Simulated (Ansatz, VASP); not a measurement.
## CdF2: VASP beside Ansatz

The input INCAR:

```
PREC = Accurate
ENCUT = 520
EDIFF = 1E-6
ISMEAR = 0
SIGMA = 0.05
LREAL = False
LASPH = True
NELM = 60
ALGO = Normal
ISIF = 2
LWAVE = False
LCHARG = False
GGA = PE
NBANDS = 20
```

File KPOINTS:

```
Automatic mesh
0
Gamma
  8 8 8
```

File POSCAR:

```
CdF2
1.0
    0.0000000000      2.6679875648      2.8907645264
    2.6679875648      0.0000000000      2.8907645264
    2.6679875648      2.6679875648      0.0000000000
Cd F
1 2
Direct
    0.0000000000      0.0000000000      0.0000000000
    0.2500000000      0.2500000000      0.2500000000
    0.7500000000      0.7500000000      0.7500000000
```

Input for Ansatz:

```yaml
crystal:
  lattice:
    - [0.0, 2.6679875648, 2.8907645264]
    - [2.6679875648, 0.0, 2.8907645264]
    - [2.6679875648, 2.6679875648, 0.0]
  atoms:
    - { symbol: Cd, position: [0.0, 0.0, 0.0] }
    - { symbol: F, position: [0.25, 0.25, 0.25] }
    - { symbol: F, position: [0.75, 0.75, 0.75] }
basis:
  ecutwfc: 520.0
kpoints:
  mp_grid: { grid: [8, 8, 8] }
hamiltonian:
  xc: pbe
  pseudopotentials: { kind: paw }
scf:
  occupations: { method: gaussian, width: 0.05 }
output:
  forces: true
  stress: true
  eigenvalues: true
```

Alike in both runs: task single point; functional PBE; k mesh 8 × 8 × 8; occupations gaussian, width 0.05 eV; no spin polarisation.

|  | VASP | Ansatz |
| --- | --- | --- |
| version | VASP 6.6.1 | Ansatz 0.2.0 |
| potentials or method | VASP PAW PBE potentials, release 64 (Cd, F), cutoff 520 eV | scalar-relativistic, plane waves, PAW |
| valence electrons in the cell | 26 | 34 |

|  | VASP | Ansatz | Ansatz less VASP |
| --- | --- | --- | --- |
| gap on the k mesh at the Fermi level (eV) | 2.72 | 2.75 | +0.030 |
| least direct gap on the mesh (eV) | 3.26 | 3.29 | +0.028 |
| pressure (GPa) | 0.5 | 0.0 | -0.54 |
| traceless stress, the component that is largest in VASP (GPa) | -5.59 | -5.67 | -0.077 |

The functional is the same, so the differences come from potentials, cutoffs and numerics. VASP's potentials hold 26 valence electrons a cell and Ansatz's 34, so a difference there can come from the potentials and not from the codes.
